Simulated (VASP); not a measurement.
# TiSi16 (a cell with a defect) in VASP: further runs

TiSi16 (a cell with a defect) is run at these levels: PBE; tasks: single point.

Program: VASP 6.6.1. These are calculated values, not measurements. Logs are shortened: lines on timing, memory, paths and dates and some standing lists are left out, and cuts for length are marked.

## Step 1: The cell of the first run

The cell holds a defect, 17 atoms: a = 7.679 Å, b = 7.679 Å, c = 7.679 Å, α = 60.00°, β = 60.00°, γ = 60.00°.

## Step 2: Single point, PBE

File INCAR:

```
PREC = Accurate
ENCUT = 520
EDIFF = 1E-6
ISMEAR = 0
SIGMA = 0.02
LREAL = Auto
LASPH = T
NELM = 100
ALGO = Normal
ISIF = 2
LWAVE = F
LCHARG = T
GGA = PE
LELF = T
LVHAR = T
NBANDS = 52
```

File KPOINTS:

```
regular mesh
0
Gamma
  2 2 2
```

File POSCAR:

```
TiSi16
1.0
    0.0000000000      5.4300000000      5.4300000000
    5.4300000000      0.0000000000      5.4300000000
    5.4300000000      5.4300000000      0.0000000000
Si Ti
16 1
Direct
   -0.0088302026     -0.0052666667      0.0224996317
    0.1254510129      0.1259232044      0.1278239411
    0.0077382136      0.0048326888      0.5019041436
    0.1155674954      0.1171737569      0.6513531308
    0.0120489871      0.4997395948     -0.0075489871
    0.1233163904      0.6242213628      0.1288368324
    0.0046208103      0.4882110497      0.5029602210
    0.1455160221      0.6224482505      0.6132406998
    0.4988604052      0.0099546961     -0.0082917127
    0.6203712707      0.1261471455      0.1275141805
    0.4850126151      0.0054315838      0.5015592081
    0.6235453959      0.1414179558      0.6105162983
    0.4953783610      0.5000058011     -0.0077378453
    0.6284755985      0.6265755985      0.1161446593
    0.5093433702      0.5044906998      0.4773564457
    0.6187666667      0.6233331492      0.6127230203
    0.7562046961      0.7544004604      0.7331271639
```

Potentials or basis: VASP PAW PBE potentials, release 64 (Si, Ti_sv).

Run with:

```bash
> cat potpaw_PBE.64/Si/POTCAR potpaw_PBE.64/Ti_sv/POTCAR > POTCAR
> mpirun -np 1 vasp_std > vasp.out
```

OUTCAR:

```text
PREC = Accurate
   ENCUT = 520
   EDIFF = 1E-6
   ISMEAR = 0
   LREAL = Auto
   LASPH = T
   NELM = 100
   ISIF = 2
   GGA = PE

 ion  position               nearest neighbor table
   1  0.991  0.995  0.022-   6 2.33   4 2.33   2 2.33  10 2.33
   2  0.125  0.126  0.128-   1 2.33   9 2.34   5 2.35   3 2.35
   3  0.008  0.005  0.502-   4 2.32   2 2.35   8 2.40  12 2.41  17 2.73
   4  0.116  0.117  0.651-  11 2.32   3 2.32   1 2.33   7 2.33
   5  0.012  0.500  0.992-   6 2.34   2 2.35   8 2.38  14 2.41  17 2.80
   6  0.123  0.624  0.129-   1 2.33  13 2.33   5 2.34   7 2.35
   7  0.005  0.488  0.503-   4 2.33   6 2.35   8 2.42  16 2.42  17 2.70
   8  0.146  0.622  0.613-  15 2.28   5 2.38   3 2.40   7 2.42  17 2.44
   9  0.499  0.010  0.992-   2 2.34  10 2.34  12 2.39  14 2.40  17 2.79
  10  0.620  0.126  0.128-   1 2.33   9 2.34  13 2.35  11 2.35
  11  0.485  0.005  0.502-   4 2.32  10 2.35  16 2.40  12 2.41  17 2.73
  12  0.624  0.141  0.611-  15 2.28   9 2.39  11 2.41   3 2.41  17 2.43
  13  0.495  0.500  0.992-   6 2.33  10 2.35  16 2.38  14 2.41  17 2.80
  14  0.628  0.627  0.116-  15 2.26  17 2.40   9 2.40  13 2.41   5 2.41
  15  0.509  0.504  0.477-  14 2.26  12 2.28  16 2.28   8 2.28
  16  0.619  0.623  0.613-  15 2.28  13 2.38  11 2.40   7 2.42  17 2.44
  17  0.756  0.754  0.733-  14 2.40  12 2.43  16 2.44   8 2.44   7 2.70   3 2.73  11 2.73   9 2.79
                             5 2.80  13 2.80

  LATTYP: Found a face centered cubic cell.
 ALAT       =    10.8600000000

  Lattice vectors:

 A1 = (   0.0000000000,   5.4300000000,   5.4300000000)
 A2 = (   5.4300000000,   0.0000000000,   5.4300000000)
 A3 = (   5.4300000000,   5.4300000000,   0.0000000000)

Analysis of symmetry for initial positions (statically):
=====================================================================
 Subroutine PRICEL returns:
 Original cell was already a primitive cell.

 Routine SETGRP: Setting up the symmetry group for a
 face centered cubic supercell.

 Subroutine GETGRP returns: Found  1 space group operations
 (whereof  1 operations were pure point group operations)
 out of a pool of 48 trial point group operations.

The static configuration has the point symmetry C_1 .

Analysis of symmetry for dynamics (positions and initial velocities):
=====================================================================
 Subroutine PRICEL returns:
 Original cell was already a primitive cell.

 Routine SETGRP: Setting up the symmetry group for a
 face centered cubic supercell.

 Subroutine GETGRP returns: Found  1 space group operations
 (whereof  1 operations were pure point group operations)
 out of a pool of 48 trial point group operations.

The dynamic configuration has the point symmetry C_1 .

 Subroutine INISYM returns: Found  1 space group operations
 (whereof  1 operations are pure point group operations),
 and found     1 'primitive' translations

----------------------------------------------------------------------------------------

                                     Primitive cell

  volume of cell :     320.2060

  direct lattice vectors                    reciprocal lattice vectors
     0.000000000  5.430000000  5.430000000    -0.092081031  0.092081031  0.092081031
     5.430000000  0.000000000  5.430000000     0.092081031 -0.092081031  0.092081031
     5.430000000  5.430000000  0.000000000     0.092081031  0.092081031 -0.092081031

  length of vectors
     7.679179644  7.679179644  7.679179644     0.159489025  0.159489025  0.159489025

  position of ions in fractional coordinates (direct lattice)
     0.991169797  0.994733333  0.022499632
     0.125451013  0.125923204  0.127823941
     0.007738214  0.004832689  0.501904144
     0.115567495  0.117173757  0.651353131
     0.012048987  0.499739595  0.992451013
     0.123316390  0.624221363  0.128836832
[... 9 lines left out ...]
     0.618766667  0.623333149  0.612723020
     0.756204696  0.754400460  0.733127164

  ion indices of the primitive-cell ions
   primitive index   ion index
                 1           1
                 2           2
                 3           3
                 4           4
                 5           5
                 6           6
[... 9 lines left out ...]
                16          16
                17          17

----------------------------------------------------------------------------------------

 KPOINTS: regular mesh

Automatic generation of k-mesh.
 Grid dimensions read from file:
 generate k-points for:    2    2    2

 Generating k-lattice:

  Cartesian coordinates                     Fractional coordinates (reciprocal lattice)
    -0.046040516  0.046040516  0.046040516     0.500000000  0.000000000  0.000000000
     0.046040516 -0.046040516  0.046040516     0.000000000  0.500000000  0.000000000
     0.046040516  0.046040516 -0.046040516     0.000000000  0.000000000  0.500000000

  Length of vectors
     0.079744512  0.079744512  0.079744512

  Shift w.r.t. Gamma in fractional coordinates (k-lattice)
     0.000000000  0.000000000  0.000000000

 Subroutine IBZKPT returns following result:
 ===========================================

 Found      8 irreducible k-points:

 Following reciprocal coordinates:
            Coordinates               Weight
  0.000000  0.000000  0.000000      1.000000
  0.500000  0.000000  0.000000      1.000000
  0.000000  0.500000  0.000000      1.000000
  0.000000  0.000000  0.500000      1.000000
  0.500000  0.500000  0.500000      1.000000
  0.500000  0.500000  0.000000      1.000000
  0.000000  0.500000  0.500000      1.000000
  0.500000  0.000000  0.500000      1.000000
   k-points           NKPTS =      8   k-points in BZ     NKDIM =      8   number of bands    NBANDS=     52
   number of dos      NEDOS =    301   number of ions     NIONS =     17
   total plane-waves  NPLWV = 216000
   dimension x,y,z NGX =    60 NGY =   60 NGZ =   60
   dimension x,y,z NGXF=   120 NGYF=  120 NGZF=  120
   ions per type =              16   1
   NGX,Y,Z   is equivalent  to a cutoff of  12.99, 12.99, 12.99 a.u.
   NGXF,Y,Z  is equivalent  to a cutoff of  25.98, 25.98, 25.98 a.u.
 SYSTEM =  unknown system
   PREC   = accura    normal or accurate (medium, high low for compatibility)
   ISTART =      0    job   : 0-new  1-cont  2-samecut
   ICHARG =      2    charge: 1-file 2-atom 10-const
   ISPIN  =      1    spin polarized calculation?
   LNONCOLLINEAR =      F non collinear calculations
   LSORBIT =      F    spin-orbit coupling
   LASPH  =      T    aspherical Exc in radial PAW
   ENCUT  =  520.0 eV  38.22 Ry    6.18 a.u.  14.28 14.28 14.28*2*pi/ulx,y,z
   NELM   =    100;   NELMIN=  2; NELMDL= -5     # of ELM steps
   EDIFF  = 0.1E-05   stopping-criterion for ELM
   LREAL  =      T    real-space projection
   EDIFFG = 0.1E-04   stopping-criterion for IOM
   NSW    =      0    number of steps for IOM
   IBRION =     -1    ionic relax: 0-MD 1-quasi-New 2-CG
   NFREE  =      0    steps in history (QN), initial steepest desc. (CG)
   ISIF   =      2    stress and relaxation
   ISYM   =      2    0-nonsym 1-usesym 2-fastsym
   POTIM  = 0.5000    time-step for ionic-motion
   TEBEG  =    0.0;   TEEND  =   0.0 temperature during run
   PSTRESS=    0.0 pullay stress
   NELECT =      76.0000    total number of electrons
   NUPDOWN=      -1.0000    fix difference up-down
   EMIN   =  10.00;   EMAX   =-10.00  energy-range for DOS
   EFERMI =   0.00;   METHOD = LEGACY
   ISMEAR =     0;   SIGMA  =   0.02  broadening in eV -4-tet -1-fermi 0-gaus
   EFERMI_NEDOS =   21; number of points for ismear=-14 and -15
   IALGO  =     38    algorithm
   IMIX   =      4    mixing-type and parameters
     AMIX     =   0.40;   BMIX     =  1.00
     AMIX_MAG =   1.60;   BMIX_MAG =  1.00
  volume/ion in A,a.u.               =      18.84       127.11
  Fermi-wavevector in a.u.,A,eV,Ry     =   1.013607  1.915439 13.978610  1.027399
  Thomas-Fermi vector in A             =   2.146786
   LORBIT       =      0    0 simple, 1 ext, 2 COOP (PROOUT), +10 PAW based schemes
   GGA     = PE    functional components
   LHFCALC =     F    Hartree Fock is set to
   AEXX    =    0.0000 exact exchange contribution
   IVDW    =     0    specifies the selected vdW correction
   LEPSILON=     F    determine dielectric tensor
   LRPA    =     F    only Hartree local field effects (RPA)
 non-spin polarized calculation
 Gauss-broadening in eV      SIGMA  =   0.02
  energy-cutoff  :      520.00
  volume of cell :      320.21
 maximum number of plane-waves:      8646
 NGX is ok and might be reduce to    60
   NGX = 29   NGY = 29   NGZ = 29

 number of electron      76.0000000 magnetization

 Free energy of the ion-electron system (eV)
  ---------------------------------------------------
  ext. energy  EPLUGINS =         0.00000000
  ---------------------------------------------------
  free energy    TOTEN  =       -92.15449741 eV

  energy without entropy =      -92.14724675  energy(sigma->0) =      -92.15087208

 E-fermi :   6.8989     XC(G=0):  -9.7552

 val. band max:        6.8988173162   @ k =   0.5000   0.0000   0.5000
 cond. band min:       6.9001354841   @ k =   0.5000   0.5000   0.0000
 fundamental gap:      0.0013181680
 Fermi energy:         6.8989319442

 k-point     1 :       0.0000    0.0000    0.0000
  band No.  band energies     occupation
      1     -49.8861      2.00000
      2     -26.2788      2.00000
      3     -26.2521      2.00000
      4     -26.2436      2.00000
      5      -5.7163      2.00000
      6      -3.5159      2.00000
[... 42 lines left out ...]
     49       8.1926      0.00000
     50       8.4780      0.00000

 k-point     2 :       0.5000    0.0000    0.0000
  band No.  band energies     occupation
      1     -49.8861      2.00000
      2     -26.2788      2.00000
      3     -26.2521      2.00000
      4     -26.2436      2.00000
      5      -5.0105      2.00000
      6      -4.7949      2.00000
[... 310 lines left out ...]
 k-point     8 :       0.5000    0.0000    0.5000
  band No.  band energies     occupation
      1     -49.8861      2.00000
      2     -26.2788      2.00000
      3     -26.2521      2.00000
      4     -26.2436      2.00000
      5      -4.6937      2.00000
      6      -4.5890      2.00000
[... 42 lines left out ...]
     49       9.8556      0.00000
     50      10.5123      0.00000
 [bands above 50 left out]

------------------------ aborting loop because EDIFF is reached ----------------------------------------

  FORCE on cell =-STRESS in cart. coord.  units (eV):
  Direction    XX          YY          ZZ          XY          YZ          ZX
  --------------------------------------------------------------------------------------
  -------------------------------------------------------------------------------------
  Total        7.8341069      7.6037945      7.6952255      0.0770361      0.2606966     -0.0746407
  in kB       39.1986032     38.0462159     38.5036984      0.3854565      1.3044173     -0.3734708
  external PRESSURE =      38.5828392 kB  Pullay stress =       0.0000000 kB

 VOLUME and BASIS-vectors are now :
 -----------------------------------------------------------------------------
  energy-cutoff  :      520.00
  volume of cell :      320.21
      direct lattice vectors                 reciprocal lattice vectors
     0.000000000  5.430000000  5.430000000    -0.092081031  0.092081031  0.092081031
     5.430000000  0.000000000  5.430000000     0.092081031 -0.092081031  0.092081031
     5.430000000  5.430000000  0.000000000     0.092081031  0.092081031 -0.092081031

 POSITION                                       TOTAL-FORCE (eV/Angst)
 -----------------------------------------------------------------------------------
      5.52357      5.50423     10.78345        -0.059271     -0.072724      0.070672
      1.37785      1.37528      1.36496        -0.034070     -0.033637      0.004694
      2.75158      2.76736      0.06826        -0.045114     -0.031933     -0.009088
      4.17310      4.16438      1.26378        -0.055677     -0.061077      0.057697
      8.10259      5.45444      2.77901         0.023294     -0.002042     -0.005722
      4.08911      1.36919      4.05913         0.010165     -0.039133      0.038691
[... 9 lines left out ...]
      6.71179      6.68699      6.74460         0.025575      0.010298      0.014502
      8.07727      8.08707      8.20259         0.099100      0.100322     -0.096422
 -----------------------------------------------------------------------------------
    total drift:                                0.015239      0.006088     -0.001011

  FREE ENERGIE OF THE ION-ELECTRON SYSTEM (eV)
  ---------------------------------------------------
  free  energy   TOTEN  =       -92.1544974146 eV

  energy  without entropy=      -92.1472467476  energy(sigma->0) =      -92.15087208
```

It took 7.1 min on 1 thread of Intel Xeon 8259CL, shared host; peak memory 0.5 GiB.

Results:

- Free energy: -92.1545 eV
- Pressure: 3.9 GPa
- Largest force: 0.171 eV/Å
- Band gap on the k mesh: zero (band 38 reaches 6.92 eV, above the bottom of band 39 at 6.57 eV)

Forces in eV/Å, atoms in the order of the input:
```
Si  -0.059 -0.073  0.071
Si  -0.034 -0.034  0.005
Si  -0.045 -0.032 -0.009
Si  -0.056 -0.061  0.058
Si   0.023 -0.002 -0.006
Si   0.010 -0.039  0.039
Si   0.024 -0.050  0.045
Si   0.026 -0.017 -0.003
Si  -0.009  0.024 -0.020
Si  -0.034 -0.007  0.033
Si  -0.048  0.006  0.030
Si  -0.052  0.022 -0.014
Si   0.020  0.005  0.002
Si   0.064  0.077 -0.076
Si   0.046  0.069 -0.072
Si   0.026  0.010  0.015
Ti   0.099  0.100 -0.096
```

Stress tensor (GPa, compression positive):
```
 3.92  0.04 -0.04
 0.04  3.80  0.13
-0.04  0.13  3.85
```

Caveat: the k points lie up to 0.50 Å⁻¹ apart.

## Step 3: Single point, PBE

File INCAR:

```
  PREC = Accurate
  ENCUT = 520
  EDIFF = 1E-7
  ISMEAR = 0
  SIGMA = 0.02
  LREAL = Auto
  LASPH = T
  NELM = 60
  ALGO = Normal
  ISIF = 2
  LWAVE = F
  LCHARG = F
  GGA = PE
  NBANDS = 52
```

KPOINTS is that of step 2.

File POSCAR:

```
TiSi16
1.0
    0.0000000000      5.4300000000      5.4300000000
    5.4300000000      0.0000000000      5.4300000000
    5.4300000000      5.4300000000      0.0000000000
Si Ti
16 1
Direct
   -0.0040691529     -0.0019391344      0.0090192449
    0.1288151013      0.1250025783      0.1327762431
    0.0050996317      0.0018049724      0.5124699816
    0.1151855433      0.1200365562      0.6477555249
    0.0040130755      0.4988397790     -0.0026060773
    0.1255907919      0.6147092081      0.1334508287
    0.0010046041      0.4831972376      0.5145869245
    0.1394353591      0.6194716390      0.6232941068
    0.5009035912      0.0010279006     -0.0038293738
    0.6123626151      0.1252926335      0.1326219153
    0.4790018416      0.0027725599      0.5119462247
    0.6195212707      0.1372512891      0.6220476059
    0.4989941989      0.4990971455     -0.0029520258
    0.6331951197      0.6305028545      0.1022599448
    0.5087920810      0.5080342541      0.4733749540
    0.6167627072      0.6200533149      0.6229109576
    0.8682009208      0.8703384899      0.3920405157
```

Potentials or basis: VASP PAW PBE potentials, release 64 (Si, Ti_sv).

Run with:

```bash
> cat potpaw_PBE.64/Si/POTCAR potpaw_PBE.64/Ti_sv/POTCAR > POTCAR
> mpirun -np 1 vasp_std > vasp.out
```

Run time: 2.2 min. Hardware: 1 thread of Intel Xeon 6975P-C (Granite Rapids), shared host; peak memory 0.5 GiB.

The run converged. Its results:

```yaml
Free_energy: -92.1531 eV
Pressure: 3.8 GPa
Largest_force: 0.162 eV/Å
Band_gap_on_the_k_mesh: zero (band 38 reaches 6.92 eV, above the bottom of band 39 at 6.56 eV)
```

Forces on the atoms (eV/Å):
```
Si  -0.063 -0.076  0.074
Si  -0.022 -0.011 -0.004
Si  -0.020 -0.012 -0.020
Si  -0.054 -0.067  0.073
Si   0.036  0.007 -0.034
Si   0.010 -0.023  0.021
Si   0.049 -0.023  0.011
Si   0.040 -0.008 -0.031
Si  -0.010  0.040 -0.039
Si  -0.025  0.002  0.011
Si  -0.023  0.019  0.004
Si  -0.014  0.041 -0.035
Si   0.035  0.034 -0.006
Si   0.059  0.071 -0.071
Si   0.059  0.064 -0.058
Si   0.037  0.034  0.011
Ti  -0.094 -0.094  0.092
```

Stress tensor (GPa, compression positive):
```
 3.90  0.03 -0.02
 0.03  3.80  0.13
-0.02  0.13  3.85
```

Levels at points of the mesh, in eV from the Fermi level:
```tsv
k point	band 35	band 36	band 37	band 38	band 39	band 40
(0.00, 0.00, 0.00)	-0.97	-0.97	-0.44	-0.36	-0.33	-0.07
(0.50, 0.00, 0.00)	-1.36	-1.31	-0.22	0.03	0.17	0.44
(0.00, 0.50, 0.00)	-1.35	-1.32	-0.25	-0.01	0.19	0.43
(0.00, 0.00, 0.50)	-1.33	-1.33	-0.32	-0.07	-0.01	0.51
(0.50, 0.50, 0.50)	-1.36	-1.32	-0.23	0.02	0.17	0.44
(0.50, 0.50, 0.00)	-1.96	-1.82	-0.66	0.00	0.56	0.63
(0.00, 0.50, 0.50)	-1.95	-1.84	-0.67	0.00	0.55	0.66
(0.50, 0.00, 0.50)	-1.96	-1.82	-0.65	0.00	0.56	0.63
```

Caveat: the k points lie up to 0.50 Å⁻¹ apart.

(Continued in part 2 of 2.)
